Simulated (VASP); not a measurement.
# BN (P6_3/mmc) in VASP: a series of runs

BN is run at these levels: LDA; tasks: single point.

All numbers are computed with VASP 6.6.1; they aren't measurements. Logs are shortened: lines on timing, memory, paths and dates and some standing lists are left out, and cuts for length are marked.

### 1 The cell of the first run

The structure is hexagonal, space group P6_3/mmc (No. 194). The conventional cell has a = 2.488 Å, b = 2.488 Å, c = 6.495 Å, α = 90.00°, β = 90.00°, γ = 120.00°. Within 1.9 Å of B (site symmetry -6m2) lie 3 N at 1.44 Å. Within 1.9 Å of N (site symmetry -6m2) lie 3 B at 1.44 Å.

### 2 Single point, LDA (normal strain along x +0.0000, normal strain along z +0.0000)

The input, INCAR:

```
SYSTEM = BN
PREC = Accurate ; ENCUT = 520
EDIFF = 1E-7 ; ISMEAR = 0
SIGMA = 0.05 ; LREAL = .FALSE.
LASPH = .TRUE. ; NELM = 60
ALGO = Normal ; ISIF = 2
LWAVE = .FALSE. ; LCHARG = .TRUE.
LELF = .TRUE. ; LVHAR = .TRUE.
NBANDS = 16
```

The input, KPOINTS:

```
regular mesh
0
G
  12 12 4
  0 0 0
```

The input, POSCAR:

```
BN
1.0
    2.4883517152      0.0000000000      0.0000000000
   -1.2441758576      2.1549757989      0.0000000000
    0.0000000000      0.0000000000      6.4952714932
B N
2 2
Direct
    0.3333333333      0.6666666667      0.2500000000
    0.6666666667      0.3333333333      0.7500000000
    0.3333333333      0.6666666667      0.7500000000
    0.6666666667      0.3333333333      0.2500000000
```

Potentials or basis: VASP PAW LDA potentials, release 64 (B, N).

Command:

```
cat potpaw_LDA.64/B/POTCAR potpaw_LDA.64/N/POTCAR > POTCAR
mpirun -np 1 vasp_std > vasp.out
```

OUTCAR:

```text
SYSTEM = BN
   PREC = Accurate
   ENCUT = 520
   EDIFF = 1E-7
   ISMEAR = 0
   LREAL = .FALSE.
   LASPH = .TRUE.
   NELM = 60
   ISIF = 2

 ion  position               nearest neighbor table
   1  0.333  0.667  0.250-   4 1.44   4 1.44   4 1.44
   2  0.667  0.333  0.750-   3 1.44   3 1.44   3 1.44
   3  0.333  0.667  0.750-   2 1.44   2 1.44   2 1.44
   4  0.667  0.333  0.250-   1 1.44   1 1.44   1 1.44

  LATTYP: Found a hexagonal cell.
 ALAT       =     2.4883517152
 C/A-ratio  =     2.6102706677

  Lattice vectors:

 A1 = (   2.4883517152,   0.0000000000,   0.0000000000)
 A2 = (  -1.2441758576,   2.1549757989,   0.0000000000)
 A3 = (   0.0000000000,   0.0000000000,   6.4952714932)

Analysis of symmetry for initial positions (statically):
=====================================================================
 Subroutine PRICEL returns:
 Original cell was already a primitive cell.

 Routine SETGRP: Setting up the symmetry group for a
 hexagonal supercell.

 Subroutine GETGRP returns: Found 24 space group operations
 (whereof 12 operations were pure point group operations)
 out of a pool of 24 trial point group operations.

The static configuration has the point symmetry D_3d.
 The point group associated with its full space group is D_6h.

Analysis of symmetry for dynamics (positions and initial velocities):
=====================================================================
 Subroutine PRICEL returns:
 Original cell was already a primitive cell.

 Routine SETGRP: Setting up the symmetry group for a
 hexagonal supercell.

 Subroutine GETGRP returns: Found 24 space group operations
 (whereof 12 operations were pure point group operations)
 out of a pool of 24 trial point group operations.

The dynamic configuration has the point symmetry D_3d.
 The point group associated with its full space group is D_6h.

 Subroutine INISYM returns: Found 24 space group operations
 (whereof 12 operations are pure point group operations),
 and found     1 'primitive' translations

----------------------------------------------------------------------------------------

                                     Primitive cell

  volume of cell :      34.8298

  direct lattice vectors                    reciprocal lattice vectors
     2.488351715  0.000000000  0.000000000     0.401872450  0.232021167  0.000000000
    -1.244175858  2.154975799  0.000000000     0.000000000  0.464042334  0.000000000
     0.000000000  0.000000000  6.495271493     0.000000000  0.000000000  0.153958153

  length of vectors
     2.488351715  2.488351715  6.495271493     0.464042334  0.464042334  0.153958153

  position of ions in fractional coordinates (direct lattice)
     0.333333333  0.666666667  0.250000000
     0.666666667  0.333333333  0.750000000
     0.333333333  0.666666667  0.750000000
     0.666666667  0.333333333  0.250000000

  ion indices of the primitive-cell ions
   primitive index   ion index
                 1           1
                 2           2
                 3           3
                 4           4

----------------------------------------------------------------------------------------

 KPOINTS: regular mesh

Automatic generation of k-mesh.
 Grid dimensions read from file:
 generate k-points for:   12   12    4

 Generating k-lattice:

  Cartesian coordinates                     Fractional coordinates (reciprocal lattice)
     0.033489371  0.019335097  0.000000000     0.083333333  0.000000000  0.000000000
     0.000000000  0.038670195  0.000000000     0.000000000  0.083333333  0.000000000
     0.000000000  0.000000000  0.038489538     0.000000000  0.000000000  0.250000000

  Length of vectors
     0.038670195  0.038670195  0.038489538

  Shift w.r.t. Gamma in fractional coordinates (k-lattice)
     0.000000000  0.000000000  0.000000000

 Subroutine IBZKPT returns following result:
 ===========================================

 Found     57 irreducible k-points:

 Following reciprocal coordinates:
            Coordinates               Weight
  0.000000  0.000000  0.000000      1.000000
  0.083333 -0.000000  0.000000      6.000000
  0.166667 -0.000000  0.000000      6.000000
  0.250000 -0.000000  0.000000      6.000000
  0.333333 -0.000000  0.000000      6.000000
  0.416667 -0.000000  0.000000      6.000000
[... 16 lines left out ...]
  0.250000 -0.000000  0.250000     12.000000
  0.333333 -0.000000  0.250000     12.000000
 [... further k-points ...]
   k-points           NKPTS =     57   k-points in BZ     NKDIM =     57   number of bands    NBANDS=     16
   number of dos      NEDOS =    301   number of ions     NIONS =      4
   total plane-waves  NPLWV =  19200
   dimension x,y,z NGX =    20 NGY =   20 NGZ =   48
   dimension x,y,z NGXF=    40 NGYF=   40 NGZF=   96
   ions per type =               2   2
   NGX,Y,Z   is equivalent  to a cutoff of  13.36, 13.36, 12.29 a.u.
   NGXF,Y,Z  is equivalent  to a cutoff of  26.72, 26.72, 24.57 a.u.
 SYSTEM =  BN
   PREC   = accura    normal or accurate (medium, high low for compatibility)
   ISTART =      0    job   : 0-new  1-cont  2-samecut
   ICHARG =      2    charge: 1-file 2-atom 10-const
   ISPIN  =      1    spin polarized calculation?
   LNONCOLLINEAR =      F non collinear calculations
   LSORBIT =      F    spin-orbit coupling
   LASPH  =      T    aspherical Exc in radial PAW
   ENCUT  =  520.0 eV  38.22 Ry    6.18 a.u.   4.63  4.63 12.08*2*pi/ulx,y,z
   NELM   =     60;   NELMIN=  2; NELMDL= -5     # of ELM steps
   EDIFF  = 0.1E-06   stopping-criterion for ELM
   LREAL  =      F    real-space projection
   EDIFFG = 0.1E-05   stopping-criterion for IOM
   NSW    =      0    number of steps for IOM
   IBRION =     -1    ionic relax: 0-MD 1-quasi-New 2-CG
   NFREE  =      0    steps in history (QN), initial steepest desc. (CG)
   ISIF   =      2    stress and relaxation
   ISYM   =      2    0-nonsym 1-usesym 2-fastsym
   POTIM  = 0.5000    time-step for ionic-motion
   TEBEG  =    0.0;   TEEND  =   0.0 temperature during run
   PSTRESS=    0.0 pullay stress
   NELECT =      16.0000    total number of electrons
   NUPDOWN=      -1.0000    fix difference up-down
   EMIN   =  10.00;   EMAX   =-10.00  energy-range for DOS
   EFERMI =   0.00;   METHOD = LEGACY
   ISMEAR =     0;   SIGMA  =   0.05  broadening in eV -4-tet -1-fermi 0-gaus
   EFERMI_NEDOS =   21; number of points for ismear=-14 and -15
   IALGO  =     38    algorithm
   IMIX   =      4    mixing-type and parameters
     AMIX     =   0.40;   BMIX     =  1.00
     AMIX_MAG =   1.60;   BMIX_MAG =  1.00
  volume/ion in A,a.u.               =       8.71        58.76
  Fermi-wavevector in a.u.,A,eV,Ry     =   1.263177  2.387059 21.709688  1.595617
  Thomas-Fermi vector in A             =   2.396548
   LORBIT       =      0    0 simple, 1 ext, 2 COOP (PROOUT), +10 PAW based schemes
   GGA     = CA    functional components
   LHFCALC =     F    Hartree Fock is set to
   AEXX    =    0.0000 exact exchange contribution
   IVDW    =     0    specifies the selected vdW correction
   LEPSILON=     F    determine dielectric tensor
   LRPA    =     F    only Hartree local field effects (RPA)
 non-spin polarized calculation
 Gauss-broadening in eV      SIGMA  =   0.05
  energy-cutoff  :      520.00
  volume of cell :       34.83
 maximum number of plane-waves:       961
 NGX is ok and might be reduce to    20
   NGX =  9   NGY =  9   NGZ = 25

 number of electron      16.0000002 magnetization

 Free energy of the ion-electron system (eV)
  ---------------------------------------------------
  ext. energy  EPLUGINS =         0.00000000
  ---------------------------------------------------
  free energy    TOTEN  =       -38.58037547 eV

  energy without entropy =      -38.58037547  energy(sigma->0) =      -38.58037547

 E-fermi :   2.7336     XC(G=0): -10.6985

 val. band max:        2.4321829382   @ k =   0.3333   0.2500   0.0000
 cond. band min:       6.4858464049   @ k =   0.5000  -0.0000   0.0000
 fundamental gap:      4.0536634667
 Fermi energy:         2.7335570201

 k-point     1 :       0.0000    0.0000    0.0000
  band No.  band energies     occupation
      1     -15.3130      2.00000
      2     -14.9438      2.00000
      3      -4.1127      2.00000
      4      -1.6698      2.00000
      5       1.0935      2.00000
      6       1.0935      2.00000
[... 8 lines left out ...]
     15      15.1772      0.00000
     16      15.5055      0.00000

 k-point     2 :       0.0833   -0.0000    0.0000
  band No.  band energies     occupation
      1     -15.1745      2.00000
      2     -14.8111      2.00000
      3      -3.9215      2.00000
      4      -1.4996      2.00000
      5       0.5408      2.00000
      6       0.5828      2.00000
[... 8 lines left out ...]
     15      14.9860      0.00000
     16      15.6081      0.00000

 k-point     3 :       0.1667   -0.0000    0.0000
  band No.  band energies     occupation
      1     -14.7664      2.00000
      2     -14.4203      2.00000
      3      -3.3546      2.00000
      4      -0.9998      2.00000
      5      -0.8696      2.00000
      6      -0.8173      2.00000
[... 8 lines left out ...]
     15      16.3666      0.00000
     16      16.6450      0.00000

 k-point     4 :       0.2500   -0.0000    0.0000
  band No.  band energies     occupation
      1     -14.1136      2.00000
      2     -13.7981      2.00000
      3      -2.6739      2.00000
      4      -2.5954      2.00000
      5      -2.4357      2.00000
      6      -0.5710      2.00000
[... 8 lines left out ...]
     15      17.8434      0.00000
     16      18.5303      0.00000

 k-point     5 :       0.3333   -0.0000    0.0000
  band No.  band energies     occupation
      1     -13.2799      2.00000
      2     -13.0139      2.00000
      3      -4.4824      2.00000
      4      -4.3795      2.00000
      5      -1.2266      2.00000
      6      -1.2122      2.00000
[... 8 lines left out ...]
     15      18.1608      0.00000
     16      21.0830      0.00000

 k-point     6 :       0.4167   -0.0000    0.0000
  band No.  band energies     occupation
      1     -12.4333      2.00000
      2     -12.2520      2.00000
      3      -5.9332      2.00000
      4      -5.8320      2.00000
      5      -1.6320      2.00000
      6      -1.5536      2.00000
[... 8 lines left out ...]
     15      17.5117      0.00000
     16      21.5575      0.00000

 k-point     7 :       0.5000   -0.0000    0.0000
  band No.  band energies     occupation
      1     -12.0005      2.00000
      2     -11.9164      2.00000
      3      -6.5269      2.00000
      4      -6.4547      2.00000
      5      -1.7771      2.00000
      6      -1.6977      2.00000
[... 8 lines left out ...]
     15      17.4812      0.00000
     16      21.3705      0.00000

 k-point     8 :       0.0833    0.0833    0.0000
  band No.  band energies     occupation
      1     -14.9011      2.00000
      2     -14.5492      2.00000
      3      -3.5424      2.00000
      4      -1.1645      2.00000
      5      -0.3648      2.00000
      6      -0.3351      2.00000
[... 8 lines left out ...]
     15      15.6480      0.00000
     16      16.6555      0.00000

 k-point     9 :       0.1667    0.0833    0.0000
  band No.  band energies     occupation
      1     -14.3694      2.00000
      2     -14.0413      2.00000
      3      -2.7984      2.00000
      4      -1.8619      2.00000
      5      -1.8135      2.00000
      6      -0.5170      2.00000
[... 8 lines left out ...]
     15      17.1584      0.00000
     16      17.9110      0.00000
[... 172 lines left out ...]
 k-point    19 :       0.3333    0.3333    0.0000
  band No.  band energies     occupation
      1     -11.3416      2.00000
      2     -11.3416      2.00000
      3      -5.7410      2.00000
      4      -5.5449      2.00000
      5      -4.6535      2.00000
      6      -4.6535      2.00000
[... 8 lines left out ...]
     15      19.2411      0.00000
     16      20.3379      0.00000

 k-point    20 :       0.0000    0.0000    0.2500
  band No.  band energies     occupation
      1     -15.2623      2.00000
      2     -15.0017      2.00000
      3      -3.8183      2.00000
      4      -2.1203      2.00000
      5       1.1001      2.00000
      6       1.1001      2.00000
[... 8 lines left out ...]
     15      15.3007      0.00000
     16      15.4924      0.00000

 k-point    21 :       0.0833   -0.0000    0.2500
  band No.  band energies     occupation
      1     -15.1247      2.00000
      2     -14.8681      2.00000
      3      -3.6299      2.00000
      4      -1.9471      2.00000
      5       0.5487      2.00000
      6       0.5804      2.00000
[... 8 lines left out ...]
     15      15.0504      0.00000
     16      15.4675      0.00000

 k-point    22 :       0.1667   -0.0000    0.2500
  band No.  band energies     occupation
      1     -14.7188      2.00000
      2     -14.4743      2.00000
      3      -3.0729      2.00000
      4      -1.4530      2.00000
      5      -0.8552      2.00000
      6      -0.7983      2.00000
[... 8 lines left out ...]
     15      16.2480      0.00000
     16      16.3454      0.00000

 k-point    23 :       0.2500   -0.0000    0.2500
  band No.  band energies     occupation
      1     -14.0699      2.00000
      2     -13.8470      2.00000
      3      -2.6903      2.00000
      4      -2.6163      2.00000
      5      -2.1317      2.00000
      6      -0.5957      2.00000
[... 8 lines left out ...]
     15      18.5479      0.00000
     16      18.6434      0.00000

 k-point    24 :       0.3333   -0.0000    0.2500
  band No.  band energies     occupation
      1     -13.2427      2.00000
      2     -13.0548      2.00000
      3      -4.4725      2.00000
      4      -4.3989      2.00000
      5      -1.2013      2.00000
      6      -1.1482      2.00000
[... 8 lines left out ...]
     15      19.2427      0.00000
     16      21.0991      0.00000

 [... further k-points ...]
[... 5 lines left out ...]
  --------------------------------------------------------------------------------------
  -------------------------------------------------------------------------------------
  Total        0.2271393      0.2271393     -0.0392475      0.0000000      0.0000000      0.0000000
  in kB       10.4484391     10.4484391     -1.8053892      0.0000000      0.0000000      0.0000000
  external PRESSURE =       6.3638297 kB  Pullay stress =       0.0000000 kB

 VOLUME and BASIS-vectors are now :
 -----------------------------------------------------------------------------
  energy-cutoff  :      520.00
  volume of cell :       34.83
      direct lattice vectors                 reciprocal lattice vectors
     2.488351715  0.000000000  0.000000000     0.401872450  0.232021167  0.000000000
    -1.244175858  2.154975799  0.000000000     0.000000000  0.464042334  0.000000000
     0.000000000  0.000000000  6.495271493     0.000000000  0.000000000  0.153958153

 POSITION                                       TOTAL-FORCE (eV/Angst)
 -----------------------------------------------------------------------------------
     -0.00000      1.43665      1.62382        -0.000000     -0.000000      0.000000
      1.24418      0.71833      4.87145         0.000000      0.000000      0.000000
     -0.00000      1.43665      4.87145         0.000000     -0.000000      0.000000
      1.24418      0.71833      1.62382        -0.000000      0.000000      0.000000
 -----------------------------------------------------------------------------------
    total drift:                               -0.000000      0.000000      0.000000

  FREE ENERGIE OF THE ION-ELECTRON SYSTEM (eV)
  ---------------------------------------------------
  free  energy   TOTEN  =       -38.5803754729 eV

  energy  without entropy=      -38.5803754729  energy(sigma->0) =      -38.58037547
```

Run time: 16 s. Hardware: 1 thread of AMD EPYC 9R45 (Zen 5), shared host; peak memory 0.11 GiB.

What came out:

| Property | Result |
| --- | --- |
| Free energy | -38.5804 eV |
| Pressure | 0.6 GPa |
| Band gap on the k mesh | 4.05 eV, indirect (least direct gap 4.47 eV) |

Levels at points of the mesh, in eV from the valence-band top:
```csv
k point,band 5,band 6,band 7,band 8,band 9,band 10,band 11,band 12
"(0.00, 0.00, 0.00)",-1.34,-1.34,-1.29,-1.29,5.07,10.36,11.56,11.56
"(0.50, 0.00, 0.00)",-4.21,-4.13,-1.59,-0.42,4.05,5.65,9.64,10.10
"(0.00, 0.00, 0.50)",-1.32,-1.32,-1.32,-1.32,7.64,7.64,11.63,11.63
"(0.50, 0.00, 0.50)",-4.17,-4.17,-0.98,-0.98,4.57,4.57,10.10,10.10
```

Caveat: the cell differs from its parent crystal (normal strain along x +0.0000, normal strain along z +0.0000). A k mesh can miss the band edges.

### 3 Single point, LDA (normal strain along x +0.0000, normal strain along z +0.0367)

The input, INCAR:

```
SYSTEM = BN
PREC = Accurate
ENCUT = 520
EDIFF = 1E-7
ISMEAR = 0
SIGMA = 0.05
LREAL = .False.
LASPH = .True.
NELM = 60
ALGO = Normal
ISIF = 2
LWAVE = .False.
LCHARG = .False.
GGA = CA
NBANDS = 16
```

The input, KPOINTS:

```
Automatic mesh
0
Gamma
  12 12 4
  0 0 0
```

POSCAR, as its differences from that of step 2:

```diff
@@ -4,3 +4,3 @@
    -1.2441758576      2.1549757989      0.0000000000
-    0.0000000000      0.0000000000      6.4952714932
+    0.0000000000      0.0000000000      6.7336479570
 B N
```

Potentials or basis: VASP PAW LDA potentials, release 64 (B, N).

Command:

```
cat potpaw_LDA.64/B/POTCAR potpaw_LDA.64/N/POTCAR > POTCAR
mpirun -np 1 vasp_std > vasp.out
```

Run time: 17 s. Hardware: 1 thread of AMD EPYC 9R45 (Zen 5), shared host; peak memory 0.11 GiB.

The run converged. Its results:

* Free energy: -38.5768 eV
* Pressure: 0.3 GPa
* Band gap on the k mesh: 4.12 eV, indirect (least direct gap 4.55 eV)

Stress tensor (GPa, compression positive):
```
 0.93  0.00  0.00
 0.00  0.93  0.00
 0.00  0.00 -0.97
```

Levels at points of the mesh, in eV from the valence-band top:
```csv
k point,band 5,band 6,band 7,band 8,band 9,band 10,band 11,band 12
"(0.00, 0.00, 0.00)",-1.32,-1.32,-1.29,-1.29,4.83,9.91,11.59,11.59
"(0.50, 0.00, 0.00)",-4.19,-4.13,-1.45,-0.48,4.12,5.50,9.62,10.15
"(0.00, 0.00, 0.50)",-1.31,-1.31,-1.31,-1.31,7.19,7.19,11.65,11.65
"(0.50, 0.00, 0.50)",-4.16,-4.16,-0.95,-0.95,4.60,4.60,10.08,10.08
```

Caveat: the cell differs from its parent crystal (normal strain along x +0.0000, normal strain along z +0.0367). A k mesh can miss the band edges.
